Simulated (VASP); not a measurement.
# NaCl (Fm-3m) in VASP: a series of runs, part 2 of 2

VASP 6.6.1. Earlier steps stand in the parts before.

**5. Single point, r2SCAN**

This run uses another cell than the first one, of 22.02 Å³/atom, 0.971 times its volume.

File POSCAR:

```
NaCl
1.0
    0.0000000000      2.8027319359      2.8027319359
    2.8027319359      0.0000000000      2.8027319359
    2.8027319359      2.8027319359      0.0000000000
Na Cl
1 1
Direct
    0.0000000000      0.0000000000      0.0000000000
    0.5000000000      0.5000000000      0.5000000000
```

File INCAR.step1:

```
PREC     = Accurate       # precision mode
ENCUT    = 520            # plane-wave cutoff, eV
ISMEAR   = 0              # smearing method
SIGMA    = 0.01           # smearing width, eV
LREAL    = False          # projectors in reciprocal space
LASPH    = True           # aspherical terms in the spheres
NELM     = 60             # most SCF steps
NBANDS   = 14             # bands
GGA      = PE             # functional
ALGO     = Normal         # electronic algorithm
EDIFF    = 1E-4           # SCF threshold, eV
LWAVE    = True           # write WAVECAR
LCHARG   = False          # write CHGCAR
```

File INCAR.step2:

```
PREC     = Accurate       # precision mode
ENCUT    = 520            # plane-wave cutoff, eV
EDIFF    = 1E-7           # SCF threshold, eV
ISMEAR   = 0              # smearing method
SIGMA    = 0.01           # smearing width, eV
LREAL    = False          # projectors in reciprocal space
LASPH    = True           # aspherical terms in the spheres
NELM     = 60             # most SCF steps
ALGO     = Normal         # electronic algorithm
ISIF     = 2              # what is computed and relaxed
LWAVE    = False          # write WAVECAR
LCHARG   = True           # write CHGCAR
METAGGA  = R2SCAN         # meta-GGA
LMIXTAU  = True         
LELF     = True           # ELF
LVHAR    = True         
NBANDS   = 14             # bands
ISTART   = 1
```

File KPOINTS:

```
Automatic mesh
0
Gamma
  8 8 8
```

Potentials or basis: VASP PAW PBE potentials, release 64 (Na_pv, Cl).

Run with:

```bash
$ cat potpaw_PBE.64/Na_pv/POTCAR potpaw_PBE.64/Cl/POTCAR > POTCAR
$ cp INCAR.step1 INCAR
$ mpirun -np 1 vasp_std > vasp.out
$ cp INCAR.step2 INCAR
$ mpirun -np 1 vasp_std > vasp.out
```

OUTCAR:

```text
PREC = Accurate
   ENCUT = 520
   EDIFF = 1E-7
   ISMEAR = 0
   LREAL = False
   LASPH = True
   NELM = 60
   ISIF = 2
   METAGGA = R2SCAN
   ISTART = 1

 ion  position               nearest neighbor table
   1  0.000  0.000  0.000-
   2  0.500  0.500  0.500-

  LATTYP: Found a face centered cubic cell.
 ALAT       =     5.6054638718

  Lattice vectors:

 A1 = (   0.0000000000,   2.8027319359,   2.8027319359)
 A2 = (   2.8027319359,   0.0000000000,   2.8027319359)
 A3 = (   2.8027319359,   2.8027319359,   0.0000000000)

Analysis of symmetry for initial positions (statically):
=====================================================================
 Subroutine PRICEL returns:
 Original cell was already a primitive cell.

 Routine SETGRP: Setting up the symmetry group for a
 face centered cubic supercell.

 Subroutine GETGRP returns: Found 48 space group operations
 (whereof 48 operations were pure point group operations)
 out of a pool of 48 trial point group operations.

[... 173 lines left out ...]
      2     -22.5424      2.00000
      3     -22.5424      2.00000
      4     -14.3223      2.00000
      5      -1.0574      2.00000
      6      -1.0574      2.00000
      7      -1.0574      2.00000
      8       4.9407      0.00000
      9      10.7203      0.00000
     10      10.7203      0.00000
     11      10.7203      0.00000
     12      12.9929      0.00000
     13      12.9929      0.00000
     14      14.6262      0.00000
[... 377 lines left out ...]
      1     -22.5671      2.00000
      2     -22.5508      2.00000
      3     -22.5467      2.00000
      4     -13.9280      2.00000
      5      -2.7591      2.00000
      6      -1.8579      2.00000
      7      -1.4963      2.00000
      8       8.0092      0.00000
      9       9.4800      0.00000
     10      10.0479      0.00000
     11      11.6005      0.00000
     12      14.2316      0.00000
     13      15.6631      0.00000
     14      16.5695      0.00000

 [... further k-points ...]

------------------------ aborting loop because EDIFF is reached ----------------------------------------

  FORCE on cell =-STRESS in cart. coord.  units (eV):
  Direction    XX          YY          ZZ          XY          YZ          ZX
  --------------------------------------------------------------------------------------
  -------------------------------------------------------------------------------------
  Total       -0.0434534     -0.0434534     -0.0434534     -0.0000000     -0.0000000      0.0000000
  in kB       -1.5811028     -1.5811028     -1.5811028     -0.0000000     -0.0000000      0.0000000
  external PRESSURE =      -1.5811028 kB  Pullay stress =       0.0000000 kB

 VOLUME and BASIS-vectors are now :
 -----------------------------------------------------------------------------
  energy-cutoff  :      520.00
  volume of cell :       44.03
      direct lattice vectors                 reciprocal lattice vectors
     0.000000000  2.802731936  2.802731936    -0.178397368  0.178397368  0.178397368
     2.802731936  0.000000000  2.802731936     0.178397368 -0.178397368  0.178397368
     2.802731936  2.802731936  0.000000000     0.178397368  0.178397368 -0.178397368

 POSITION                                       TOTAL-FORCE (eV/Angst)
 -----------------------------------------------------------------------------------
      0.00000      0.00000      0.00000         0.000000      0.000000      0.000000
      2.80273      2.80273      2.80273        -0.000000     -0.000000     -0.000000
 -----------------------------------------------------------------------------------
    total drift:                               -0.000000      0.000000      0.000000

  FREE ENERGIE OF THE ION-ELECTRON SYSTEM (eV)
  ---------------------------------------------------
  free  energy   TOTEN  =       -13.7900898166 eV

  energy  without entropy=      -13.7900898166  energy(sigma->0) =      -13.79008982
```

OSZICAR.step1:

```text
N       E                     dE             d eps       ncg     rms          rms(c)
DAV:   1     0.101810064566E+03    0.10181E+03   -0.70692E+03   812   0.990E+02
DAV:   2     0.107422389273E+01   -0.10074E+03   -0.92822E+02   912   0.278E+02
DAV:   3    -0.683975154124E+01   -0.79140E+01   -0.78719E+01  1034   0.716E+01
DAV:   4    -0.696147091722E+01   -0.12172E+00   -0.12168E+00   976   0.968E+00
DAV:   5    -0.696417370523E+01   -0.27028E-02   -0.27026E-02  1024   0.144E+00    0.216E+00
DAV:   6    -0.677536209956E+01    0.18881E+00   -0.31216E-01   992   0.328E+00    0.161E+00
DAV:   7    -0.676389808805E+01    0.11464E-01   -0.80673E-02  1078   0.164E+00    0.110E+00
DAV:   8    -0.676945359826E+01   -0.55555E-02   -0.97327E-03   908   0.855E-01    0.300E-01
DAV:   9    -0.676933730071E+01    0.11630E-03   -0.21419E-04  1004   0.113E-01    0.161E-01
DAV:  10    -0.676944933993E+01   -0.11204E-03   -0.30207E-04   926   0.139E-01    0.649E-02
DAV:  11    -0.676943902738E+01    0.10313E-04   -0.17306E-05   496   0.410E-02
   1 F= -.67694390E+01 E0= -.67694390E+01  d E =-.481528E-24
```

It took 65 s on 1 thread of Intel Xeon Platinum 8488C (Sapphire Rapids), shared host; peak memory 0.16 GiB.

Results:

```yaml
Free_energy: -13.7901 eV
Pressure: -0.2 GPa
Band_gap_on_the_k_mesh: 6.00 eV, direct
```

Caveat: the PAW data sets were made with another functional, which shifts forces and pressure a little.

**6. Summary**

```tsv
level	cell	k mesh	gap on the mesh (eV)	pressure (GPa)
r2SCAN	a = 4.003 Å, angles 60.0°, 2 atoms	6 × 6 × 6	5.88	-1.0
r2SCAN	a = 4.041 Å, angles 60.0°, 2 atoms	6 × 6 × 6	5.76	-1.6
PBE	a = 3.964 Å, angles 60.0°, 2 atoms	8 × 8 × 8	5.18	1.2
r2SCAN	a = 3.964 Å, angles 60.0°, 2 atoms	8 × 8 × 8	6.00	-0.2
```

Alike in all rows: task single point; potentials or basis VASP PAW PBE potentials, release 64 (Na_pv, Cl); no spin polarisation; cutoff (eV) 520; smearing gaussian 0.01 eV.

Caveats: the PAW data sets were made with another functional, which shifts forces and pressure a little (some runs).

Total energies depend on the potentials used, so only differences within one code and one set of settings carry meaning.
